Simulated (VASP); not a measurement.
# Si (Fd-3m) in VASP: further runs

Runs on Si. Level: PBE. Tasks: single point.

Program: VASP 6.6.1. These are calculated values, not measurements. Logs are shortened: lines on timing, memory, paths and dates and some standing lists are left out, and cuts for length are marked.

## 1. The cell of the first run

It takes space group Fd-3m (No. 227, cubic). The conventional cell has a = 5.470 Å, b = 5.470 Å, c = 5.470 Å, α = 90.00°, β = 90.00°, γ = 90.00°. Si (site symmetry -43m) has 4 Si at 2.37 Å within 3.1 Å.

## 2. Single point, PBE

Contents of INCAR:

```
ALGO     = Normal         # electronic algorithm
EDIFF    = 1E-6           # SCF threshold, eV
ENCUT    = 500            # plane-wave cutoff, eV
GGA      = PE             # functional
GGA_COMPAT= F            
ISIF     = 2              # what is computed and relaxed
ISMEAR   = 0              # smearing method
LASPH    = T              # aspherical terms in the spheres
LCHARG   = T              # write CHGCAR
LELF     = T              # ELF
LREAL    = F              # projectors in reciprocal space
LVHAR    = T            
LWAVE    = F              # write WAVECAR
NBANDS   = 11             # bands
NELM     = 120            # most SCF steps
PREC     = Accurate       # precision mode
SIGMA    = 0.02           # smearing width, eV
```

Contents of KPOINTS:

```
k-points
0
Gamma
  8 8 8
```

Contents of POSCAR:

```
Si
1.0
    0.0000000000      2.7347886927      2.7347886927
    2.7347886927      0.0000000000      2.7347886927
    2.7347886927      2.7347886927      0.0000000000
Si
2
Direct
    0.0000000000      0.0000000000      0.0000000000
    0.2500000000      0.2500000000      0.2500000000
```

Potentials or basis: VASP PAW PBE potentials, release 64 (Si).

The run is started by

```sh
> cat potpaw_PBE.64/Si/POTCAR > POTCAR
> mpirun -np 1 vasp_std > vasp.out
```

OUTCAR:

```text
EDIFF = 1E-6
   ENCUT = 500
   GGA = PE
   ISIF = 2
   ISMEAR = 0
   LASPH = T
   LREAL = F
   NELM = 120
   PREC = Accurate

 ion  position               nearest neighbor table
   1  0.000  0.000  0.000-   2 2.37   2 2.37   2 2.37   2 2.37
   2  0.250  0.250  0.250-   1 2.37   1 2.37   1 2.37   1 2.37

  LATTYP: Found a face centered cubic cell.
 ALAT       =     5.4695773854

  Lattice vectors:

 A1 = (   0.0000000000,   2.7347886927,   2.7347886927)
 A2 = (   2.7347886927,   0.0000000000,   2.7347886927)
 A3 = (   2.7347886927,   2.7347886927,   0.0000000000)

Analysis of symmetry for initial positions (statically):
=====================================================================
 Subroutine PRICEL returns:
 Original cell was already a primitive cell.

 Routine SETGRP: Setting up the symmetry group for a
 face centered cubic supercell.

 Subroutine GETGRP returns: Found 48 space group operations
 (whereof 24 operations were pure point group operations)
 out of a pool of 48 trial point group operations.

The static configuration has the point symmetry T_d .
 The point group associated with its full space group is O_h .

Analysis of symmetry for dynamics (positions and initial velocities):
=====================================================================
 Subroutine PRICEL returns:
 Original cell was already a primitive cell.

 Routine SETGRP: Setting up the symmetry group for a
 face centered cubic supercell.

 Subroutine GETGRP returns: Found 48 space group operations
 (whereof 24 operations were pure point group operations)
 out of a pool of 48 trial point group operations.

The dynamic configuration has the point symmetry T_d .
 The point group associated with its full space group is O_h .

 Subroutine INISYM returns: Found 48 space group operations
 (whereof 24 operations are pure point group operations),
 and found     1 'primitive' translations

----------------------------------------------------------------------------------------

                                     Primitive cell

  volume of cell :      40.9073

  direct lattice vectors                    reciprocal lattice vectors
     0.000000000  2.734788693  2.734788693    -0.182829482  0.182829482  0.182829482
     2.734788693  0.000000000  2.734788693     0.182829482 -0.182829482  0.182829482
     2.734788693  2.734788693  0.000000000     0.182829482  0.182829482 -0.182829482

  length of vectors
     3.867575259  3.867575259  3.867575259     0.316669952  0.316669952  0.316669952
[... 83 lines left out ...]
   EDIFFG = 0.1E-04   stopping-criterion for IOM
   NSW    =      0    number of steps for IOM
   IBRION =     -1    ionic relax: 0-MD 1-quasi-New 2-CG
   NFREE  =      0    steps in history (QN), initial steepest desc. (CG)
   ISIF   =      2    stress and relaxation
   ISYM   =      2    0-nonsym 1-usesym 2-fastsym
   POTIM  = 0.5000    time-step for ionic-motion
   TEBEG  =    0.0;   TEEND  =   0.0 temperature during run
   PSTRESS=    0.0 pullay stress
   NELECT =       8.0000    total number of electrons
   NUPDOWN=      -1.0000    fix difference up-down
   EMIN   =  10.00;   EMAX   =-10.00  energy-range for DOS
   EFERMI =   0.00;   METHOD = LEGACY
   ISMEAR =     0;   SIGMA  =   0.02  broadening in eV -4-tet -1-fermi 0-gaus
   EFERMI_NEDOS =   21; number of points for ismear=-14 and -15
   IALGO  =     38    algorithm
   IMIX   =      4    mixing-type and parameters
     AMIX     =   0.40;   BMIX     =  1.00
     AMIX_MAG =   1.60;   BMIX_MAG =  1.00
  volume/ion in A,a.u.               =      20.45       138.03
  Fermi-wavevector in a.u.,A,eV,Ry     =   0.950250  1.795711 12.285713  0.902974
  Thomas-Fermi vector in A             =   2.078609
   LORBIT       =      0    0 simple, 1 ext, 2 COOP (PROOUT), +10 PAW based schemes
   GGA     = PE    functional components
   LHFCALC =     F    Hartree Fock is set to
   AEXX    =    0.0000 exact exchange contribution
   IVDW    =     0    specifies the selected vdW correction
   LEPSILON=     F    determine dielectric tensor
   LRPA    =     F    only Hartree local field effects (RPA)
 non-spin polarized calculation
 Gauss-broadening in eV      SIGMA  =   0.02
  energy-cutoff  :      500.00
  volume of cell :       40.91
 maximum number of plane-waves:      1056
   NGX = 15   NGY = 15   NGZ = 15

 number of electron       8.0000000 magnetization

 Free energy of the ion-electron system (eV)
  ---------------------------------------------------
  ext. energy  EPLUGINS =         0.00000000
  ---------------------------------------------------
  free energy    TOTEN  =       -10.84606738 eV

  energy without entropy =      -10.84606738  energy(sigma->0) =      -10.84606738

 E-fermi :   5.7240     XC(G=0):  -9.3248

 val. band max:        5.6127084549   @ k =   0.0000   0.0000   0.0000
 cond. band min:       6.2634315648   @ k =   0.3750   0.3750   0.0000
 fundamental gap:      0.6507231099
 Fermi energy:         5.7239668589

 k-point     1 :       0.0000    0.0000    0.0000
  band No.  band energies     occupation
      1      -6.1991      2.00000
      2       5.6127      2.00000
      3       5.6127      2.00000
      4       5.6127      2.00000
      5       8.1690      0.00000
      6       8.1690      0.00000
      7       8.1690      0.00000
      8       8.7413      0.00000
      9      13.3211      0.00000
     10      13.3211      0.00000
     11      13.4880      0.00000
[... 309 lines left out ...]
 k-point    24 :      -0.3750    0.2500    0.1250
  band No.  band energies     occupation
      1      -3.3917      2.00000
      2      -1.0931      2.00000
      3       2.2264      2.00000
      4       3.5030      2.00000
      5       8.6354      0.00000
      6       8.7591      0.00000
      7      11.4582      0.00000
      8      12.6777      0.00000
      9      12.9181      0.00000
     10      16.1190      0.00000
     11      17.1631      0.00000

 [... further k-points ...]
[... 5 lines left out ...]
  --------------------------------------------------------------------------------------
  -------------------------------------------------------------------------------------
  Total       -0.0101753     -0.0101753     -0.0101753     -0.0000000     -0.0000000     -0.0000000
  in kB       -0.3985262     -0.3985262     -0.3985262     -0.0000000     -0.0000000     -0.0000000
  external PRESSURE =      -0.3985262 kB  Pullay stress =       0.0000000 kB

 VOLUME and BASIS-vectors are now :
 -----------------------------------------------------------------------------
  energy-cutoff  :      500.00
  volume of cell :       40.91
      direct lattice vectors                 reciprocal lattice vectors
     0.000000000  2.734788693  2.734788693    -0.182829482  0.182829482  0.182829482
     2.734788693  0.000000000  2.734788693     0.182829482 -0.182829482  0.182829482
     2.734788693  2.734788693  0.000000000     0.182829482  0.182829482 -0.182829482

 POSITION                                       TOTAL-FORCE (eV/Angst)
 -----------------------------------------------------------------------------------
      0.00000      0.00000      0.00000         0.000000      0.000000      0.000000
      1.36739      1.36739      1.36739        -0.000000     -0.000000     -0.000000
 -----------------------------------------------------------------------------------
    total drift:                                0.000000      0.000000     -0.000000

  FREE ENERGIE OF THE ION-ELECTRON SYSTEM (eV)
  ---------------------------------------------------
  free  energy   TOTEN  =       -10.8460673799 eV

  energy  without entropy=      -10.8460673799  energy(sigma->0) =      -10.84606738
```

stdout:

```text
POSCAR found type information on POSCAR Si
 POSCAR found :  1 types and       2 ions
 scaLAPACK will be used
 LDA part: xc-table for (Slater+PW92), standard interpolation
 POSCAR, INCAR and KPOINTS ok, starting setup
 FFT: planning ... GRIDC
 FFT: planning ... GRID_SOFT
 FFT: planning ... GRID
 WAVECAR not read
 entering main loop
```

It took 4.5 s on 1 thread of Intel Xeon 6975P-C (Granite Rapids), shared host; peak memory 0.14 GiB.

What came out:

```
Free energy            : -10.8461 eV
Pressure               : 0.0 GPa
Band gap on the k mesh : 0.65 eV, indirect (least direct gap 2.56 eV)
```

## 3. Single point, PBE

Contents of INCAR:

```
ALGO = Normal
EDIFF = 1E-6
ENCUT = 500
GGA = PE
GGA_COMPAT = F
ISIF = 2
ISMEAR = 0
LASPH = T
LCHARG = T
LELF = T
LREAL = F
LVHAR = T
LWAVE = F
NBANDS = 11
NELM = 120
PREC = Accurate
SIGMA = 0.02
```

Contents of KPOINTS:

```
k-points
0
Gamma
  10 10 10
```

POSCAR is that of step 2.

Potentials or basis: VASP PAW PBE potentials, release 64 (Si).

The run is started by

```sh
> cat potpaw_PBE.64/Si/POTCAR > POTCAR
> mpirun -np 1 vasp_std > vasp.out
```

Wall time 6.5 s (1 thread of Intel Xeon 6975P-C (Granite Rapids), shared host); peak memory 0.15 GiB.

It converged, with:

```
Free energy            : -10.8492 eV
Pressure               : 0.0 GPa
Band gap on the k mesh : 0.62 eV, indirect (least direct gap 2.56 eV)
```

Levels at points of the mesh, in eV from the valence-band top:
| k point | band 1 | band 2 | band 3 | band 4 | band 5 | band 6 | band 7 | band 8 | band 9 |
| --- | --- | --- | --- | --- | --- | --- | --- | --- | --- |
| (0.00, 0.00, 0.00) | -11.81 | 0.00 | 0.00 | 0.00 | 2.56 | 2.56 | 2.56 | 3.13 | 7.71 |
| (0.50, 0.00, 0.00) | -9.53 | -6.87 | -1.18 | -1.18 | 1.47 | 3.35 | 3.35 | 7.70 | 10.49 |
| (0.50, 0.50, 0.00) | -7.74 | -7.74 | -2.79 | -2.79 | 0.75 | 0.75 | 9.93 | 9.93 | 10.91 |

A k mesh can miss the band edges.
